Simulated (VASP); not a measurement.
# MoS2 (R3m) in VASP: single point with r2SCAN

Aim: the single point of MoS2 with r2SCAN.

Program: VASP 6.6.1. These are calculated values, not measurements. Logs are shortened: lines on timing, memory, paths and dates and some standing lists are left out, and cuts for length are marked.

## Step 1: The cell of the first run

The structure is trigonal, space group R3m (No. 160). Conventional cell: a = 3.185 Å, b = 3.185 Å, c = 19.475 Å, α = 90.00°, β = 90.00°, γ = 120.00°. Within 3.2 Å of Mo (site symmetry 3m) lie 6 S at 2.41 Å and 6 Mo at 3.18 Å. S (site symmetry 3m) has 3 Mo at 2.41 Å and 7 S at 3.10 to 3.18 Å within 3.2 Å. Within 3.2 Å of S (site symmetry 3m) lie 3 Mo at 2.41 Å and 7 S at 3.10 to 3.18 Å.

## Step 2: Single point, r2SCAN

File POSCAR:

```
MoS2
1.0
    1.5922944396      0.9193116234      6.4915925065
   -1.5922944396      0.9193116234      6.4915925065
    0.0000000000     -1.8386232467      6.4915925065
Mo S
1 2
Direct
    0.0006721421      0.0006721421      0.0006721421
    0.4137237390      0.4137237390      0.4137237390
    0.2543041190      0.2543041190      0.2543041190
```

File INCAR.step1:

```
SYSTEM = MoS2
  ALGO = Normal
  EDIFF = 1E-4
  ENCUT = 520
  GGA = PE
  ISMEAR = 0
  LASPH = .TRUE.
  LCHARG = .FALSE.
  LREAL = .FALSE.
  LWAVE = .TRUE.
  NBANDS = 20
  NELM = 80
  PREC = Accurate
  SIGMA = 0.02
```

File INCAR.step2:

```
SYSTEM = MoS2
  ALGO = Normal
  EDIFF = 1E-6
  ENCUT = 520
  ISIF = 2
  ISMEAR = 0
  ISTART = 1
  LASPH = .TRUE.
  LCHARG = .FALSE.
  LMIXTAU = .TRUE.
  LREAL = .FALSE.
  LWAVE = .FALSE.
  METAGGA = R2SCAN
  NBANDS = 20
  NELM = 80
  PREC = Accurate
  SIGMA = 0.02
```

File KPOINTS:

```
k-points
0
G
  12 12 12
  0 0 0
```

Potentials or basis: VASP PAW PBE potentials, release 64 (Mo_sv, S).

Run with:

```
$ cat potpaw_PBE.64/Mo_sv/POTCAR potpaw_PBE.64/S/POTCAR > POTCAR
$ cp INCAR.step1 INCAR
$ mpirun -np 1 vasp_std > vasp.out
$ cp INCAR.step2 INCAR
$ mpirun -np 1 vasp_std > vasp.out
```

OUTCAR:

```text
SYSTEM = MoS2
   EDIFF = 1E-6
   ENCUT = 520
   ISIF = 2
   ISMEAR = 0
   ISTART = 1
   LASPH = .TRUE.
   LREAL = .FALSE.
   METAGGA = R2SCAN
   NELM = 80
   PREC = Accurate

 ion  position               nearest neighbor table
   1  0.001  0.001  0.001-   3 2.41   3 2.41   3 2.41   2 2.41   2 2.41   2 2.41
   2  0.414  0.414  0.414-   1 2.41   1 2.41   1 2.41
   3  0.254  0.254  0.254-   1 2.41   1 2.41   1 2.41

  LATTYP: Found a trigonal (rhomboedric) cell.
 ALAT       =     6.7469481037
 COS(alpha) =     0.8886059450

  Lattice vectors:

 A1 = (   1.5922944396,   0.9193116234,   6.4915925065)
 A2 = (  -1.5922944396,   0.9193116234,   6.4915925065)
 A3 = (   0.0000000000,  -1.8386232467,   6.4915925065)

Analysis of symmetry for initial positions (statically):
=====================================================================
 Subroutine PRICEL returns:
 Original cell was already a primitive cell.

 Routine SETGRP: Setting up the symmetry group for a
 trigonal (rhombohedral) supercell.

 Subroutine GETGRP returns: Found  6 space group operations
 (whereof  6 operations were pure point group operations)
 out of a pool of 12 trial point group operations.

The static configuration has the point symmetry C_3v.

Analysis of symmetry for dynamics (positions and initial velocities):
=====================================================================
 Subroutine PRICEL returns:
 Original cell was already a primitive cell.

 Routine SETGRP: Setting up the symmetry group for a
 trigonal (rhombohedral) supercell.

 Subroutine GETGRP returns: Found  6 space group operations
 (whereof  6 operations were pure point group operations)
 out of a pool of 12 trial point group operations.

The dynamic configuration has the point symmetry C_3v.

 Subroutine INISYM returns: Found  6 space group operations
 (whereof  6 operations are pure point group operations),
 and found     1 'primitive' translations

----------------------------------------------------------------------------------------

                                     Primitive cell

  volume of cell :      57.0149

  direct lattice vectors                    reciprocal lattice vectors
     1.592294440  0.919311623  6.491592506     0.314012275  0.181295072  0.051348468
    -1.592294440  0.919311623  6.491592506    -0.314012275  0.181295072  0.051348468
     0.000000000 -1.838623247  6.491592506     0.000000000 -0.362590143  0.051348469

  length of vectors
     6.746948104  6.746948104  6.746948104     0.366207970  0.366207970  0.366207970

  position of ions in fractional coordinates (direct lattice)
     0.000672142  0.000672142  0.000672142
     0.413723739  0.413723739  0.413723739
     0.254304119  0.254304119  0.254304119

  ion indices of the primitive-cell ions
   primitive index   ion index
                 1           1
                 2           2
                 3           3

----------------------------------------------------------------------------------------

 KPOINTS: k-points

Automatic generation of k-mesh.
 Grid dimensions read from file:
 generate k-points for:   12   12   12

 Generating k-lattice:

  Cartesian coordinates                     Fractional coordinates (reciprocal lattice)
     0.026167690  0.015107923  0.004279039     0.083333333  0.000000000  0.000000000
    -0.026167690  0.015107923  0.004279039     0.000000000  0.083333333  0.000000000
     0.000000000 -0.030215845  0.004279039     0.000000000  0.000000000  0.083333333

  Length of vectors
     0.030517331  0.030517331  0.030517331

  Shift w.r.t. Gamma in fractional coordinates (k-lattice)
     0.000000000  0.000000000  0.000000000

 Subroutine IBZKPT returns following result:
 ===========================================

 Found    189 irreducible k-points:

 Following reciprocal coordinates:
            Coordinates               Weight
  0.000000  0.000000  0.000000      1.000000
  0.083333 -0.000000  0.000000      6.000000
  0.166667 -0.000000  0.000000      6.000000
  0.250000 -0.000000  0.000000      6.000000
  0.333333  0.000000  0.000000      6.000000
  0.416667  0.000000  0.000000      6.000000
[... 16 lines left out ...]
  0.500000  0.166667  0.000000     12.000000
 -0.416667  0.166667  0.000000     12.000000
 [... further k-points ...]
   k-points           NKPTS =    189   k-points in BZ     NKDIM =    189   number of bands    NBANDS=     20
   number of dos      NEDOS =    301   number of ions     NIONS =      3
   total plane-waves  NPLWV = 125000
   dimension x,y,z NGX =    50 NGY =   50 NGZ =   50
   dimension x,y,z NGXF=   100 NGYF=  100 NGZF=  100
   ions per type =               1   2
   NGX,Y,Z   is equivalent  to a cutoff of  12.32, 12.32, 12.32 a.u.
   NGXF,Y,Z  is equivalent  to a cutoff of  24.64, 24.64, 24.64 a.u.
 SYSTEM =  MoS2
   PREC   = accura    normal or accurate (medium, high low for compatibility)
   ISTART =      1    job   : 0-new  1-cont  2-samecut
   ICHARG =      0    charge: 1-file 2-atom 10-const
   ISPIN  =      1    spin polarized calculation?
   LNONCOLLINEAR =      F non collinear calculations
   LSORBIT =      F    spin-orbit coupling
   LASPH  =      T    aspherical Exc in radial PAW
   ENCUT  =  520.0 eV  38.22 Ry    6.18 a.u.  12.54 12.54 12.54*2*pi/ulx,y,z
   NELM   =     80;   NELMIN=  2; NELMDL=  0     # of ELM steps
   EDIFF  = 0.1E-05   stopping-criterion for ELM
   LREAL  =      F    real-space projection
   EDIFFG = 0.1E-04   stopping-criterion for IOM
   NSW    =      0    number of steps for IOM
   IBRION =     -1    ionic relax: 0-MD 1-quasi-New 2-CG
   NFREE  =      0    steps in history (QN), initial steepest desc. (CG)
   ISIF   =      2    stress and relaxation
   ISYM   =      2    0-nonsym 1-usesym 2-fastsym
   POTIM  = 0.5000    time-step for ionic-motion
   TEBEG  =    0.0;   TEEND  =   0.0 temperature during run
   PSTRESS=    0.0 pullay stress
   NELECT =      26.0000    total number of electrons
   NUPDOWN=      -1.0000    fix difference up-down
   EMIN   =  10.00;   EMAX   =-10.00  energy-range for DOS
   EFERMI =   0.00;   METHOD = LEGACY
   ISMEAR =     0;   SIGMA  =   0.02  broadening in eV -4-tet -1-fermi 0-gaus
   EFERMI_NEDOS =   21; number of points for ismear=-14 and -15
   IALGO  =     38    algorithm
   IMIX   =      4    mixing-type and parameters
     AMIX     =   0.40;   BMIX     =  1.00
     AMIX_MAG =   1.60;   BMIX_MAG =  1.00
  volume/ion in A,a.u.               =      19.00       128.25
  Fermi-wavevector in a.u.,A,eV,Ry     =   1.260094  2.381233 21.603845  1.587838
  Thomas-Fermi vector in A             =   2.393621
   LORBIT       =      0    0 simple, 1 ext, 2 COOP (PROOUT), +10 PAW based schemes
   METAGGA = R2SCAN    functional components
   LHFCALC =     F    Hartree Fock is set to
   AEXX    =    0.0000 exact exchange contribution
   IVDW    =     0    specifies the selected vdW correction
   LEPSILON=     F    determine dielectric tensor
   LRPA    =     F    only Hartree local field effects (RPA)
 non-spin polarized calculation
 Gauss-broadening in eV      SIGMA  =   0.02
  energy-cutoff  :      520.00
  volume of cell :       57.01
 maximum number of plane-waves:      1553
   NGX = 25   NGY = 25   NGZ = 25

 number of electron      26.0000000 magnetization

 Free energy of the ion-electron system (eV)
  ---------------------------------------------------
  ext. energy  EPLUGINS =         0.00000000
  ---------------------------------------------------
  free energy    TOTEN  =       -45.04074964 eV

  energy without entropy =      -45.04074964  energy(sigma->0) =      -45.04074964

 E-fermi :   6.6523     XC(G=0): -11.0416

 val. band max:        6.4824429492   @ k =   0.5000   0.5000   0.5000
 cond. band min:       7.6505371751   @ k =  -0.1667   0.5000   0.1667
 fundamental gap:      1.1680942259
 Fermi energy:         6.6523469755

 k-point     1 :       0.0000    0.0000    0.0000
  band No.  band energies     occupation
      1     -56.8979      2.00000
      2     -30.3108      2.00000
      3     -30.1019      2.00000
      4     -30.1019      2.00000
      5      -8.9438      2.00000
      6      -7.3620      2.00000
[... 12 lines left out ...]
     19      14.8164      0.00000
     20      15.5543      0.00000

 k-point     2 :       0.0833   -0.0000    0.0000
  band No.  band energies     occupation
      1     -56.8952      2.00000
      2     -30.3053      2.00000
      3     -30.1292      2.00000
      4     -30.1081      2.00000
      5      -8.8358      2.00000
      6      -7.3255      2.00000
[... 12 lines left out ...]
     19      14.9360      0.00000
     20      16.0047      0.00000

 k-point     3 :       0.1667   -0.0000    0.0000
  band No.  band energies     occupation
      1     -56.8876      2.00000
      2     -30.2903      2.00000
      3     -30.2035      2.00000
      4     -30.1249      2.00000
      5      -8.5287      2.00000
      6      -7.2219      2.00000
[... 12 lines left out ...]
     19      15.3119      0.00000
     20      16.4042      0.00000

 k-point     4 :       0.2500   -0.0000    0.0000
  band No.  band energies     occupation
      1     -56.8773      2.00000
      2     -30.3036      2.00000
      3     -30.2697      2.00000
      4     -30.1479      2.00000
      5      -8.0742      2.00000
      6      -7.0697      2.00000
[... 12 lines left out ...]
     19      15.4315      0.00000
     20      15.8346      0.00000

 k-point     5 :       0.3333    0.0000    0.0000
  band No.  band energies     occupation
      1     -56.8670      2.00000
      2     -30.4021      2.00000
      3     -30.2490      2.00000
      4     -30.1708      2.00000
      5      -7.5643      2.00000
      6      -6.9031      2.00000
[... 12 lines left out ...]
     19      14.2768      0.00000
     20      14.9561      0.00000
[... 353 lines left out ...]
      6      -7.0080      2.00000
[... 12 lines left out ...]
     19      15.4707      0.00000
     20      16.1135      0.00000

 k-point    22 :       0.4167    0.1667    0.0000
  band No.  band energies     occupation
      1     -56.8632      2.00000
      2     -30.4019      2.00000
      3     -30.2414      2.00000
      4     -30.2163      2.00000
      5      -7.3524      2.00000
      6      -6.8473      2.00000
[... 12 lines left out ...]
     19      15.0423      0.00000
     20      15.8676      0.00000

 k-point    23 :       0.5000    0.1667    0.0000
  band No.  band energies     occupation
      1     -56.8566      2.00000
      2     -30.4497      2.00000
      3     -30.2451      2.00000
      4     -30.2283      2.00000
      5      -6.9799      2.00000
      6      -6.7130      2.00000
[... 12 lines left out ...]
     19      15.2032      0.00000
     20      15.7411      0.00000

 k-point    24 :      -0.4167    0.1667    0.0000
  band No.  band energies     occupation
      1     -56.8542      2.00000
      2     -30.4669      2.00000
      3     -30.2559      2.00000
      4     -30.2235      2.00000
      5      -6.8380      2.00000
      6      -6.6556      2.00000
[... 12 lines left out ...]
     19      15.4498      0.00000
     20      15.7601      0.00000

 [... further k-points ...]

------------------------ aborting loop because EDIFF is reached ----------------------------------------

  FORCE on cell =-STRESS in cart. coord.  units (eV):
  Direction    XX          YY          ZZ          XY          YZ          ZX
  --------------------------------------------------------------------------------------
  -------------------------------------------------------------------------------------
  Total        0.0441648      0.0441648      0.0071022      0.0000000      0.0000000     -0.0000000
  in kB        1.2410769      1.2410769      0.1995786      0.0000000      0.0000000     -0.0000000
  external PRESSURE =       0.8939108 kB  Pullay stress =       0.0000000 kB

 VOLUME and BASIS-vectors are now :
 -----------------------------------------------------------------------------
  energy-cutoff  :      520.00
  volume of cell :       57.01
      direct lattice vectors                 reciprocal lattice vectors
     1.592294440  0.919311623  6.491592506     0.314012275  0.181295072  0.051348468
    -1.592294440  0.919311623  6.491592506    -0.314012275  0.181295072  0.051348468
     0.000000000 -1.838623247  6.491592506     0.000000000 -0.362590143  0.051348469

 POSITION                                       TOTAL-FORCE (eV/Angst)
 -----------------------------------------------------------------------------------
      0.00000      0.00000      0.01309         0.000000      0.000000      0.000437
      0.00000      0.00000      8.05718         0.000000      0.000000      0.004410
      0.00000      0.00000      4.95252         0.000000     -0.000000     -0.004847
 -----------------------------------------------------------------------------------
    total drift:                               -0.000000      0.000000      0.000144

  FREE ENERGIE OF THE ION-ELECTRON SYSTEM (eV)
  ---------------------------------------------------
  free  energy   TOTEN  =       -45.0407496369 eV

  energy  without entropy=      -45.0407496369  energy(sigma->0) =      -45.04074964
```

Wall time 42 min (1 thread of Intel Xeon Platinum 8259CL at 2.50GHz (Skylake/Cascade Lake), shared host); peak memory 0.5 GiB.

Results:

```
Free energy            : -45.0407 eV
Pressure               : 0.1 GPa
Largest force          : 0.005 eV/Å
Band gap on the k mesh : 1.17 eV (least direct gap 1.77 eV)
```

Forces on the atoms (eV/Å):
```
Mo   0.000  0.000  0.000
S    0.000  0.000  0.004
S    0.000  0.000 -0.005
```

Caveat: the PAW data sets were made with another functional, which shifts forces and pressure a little. A k mesh can miss the band edges.
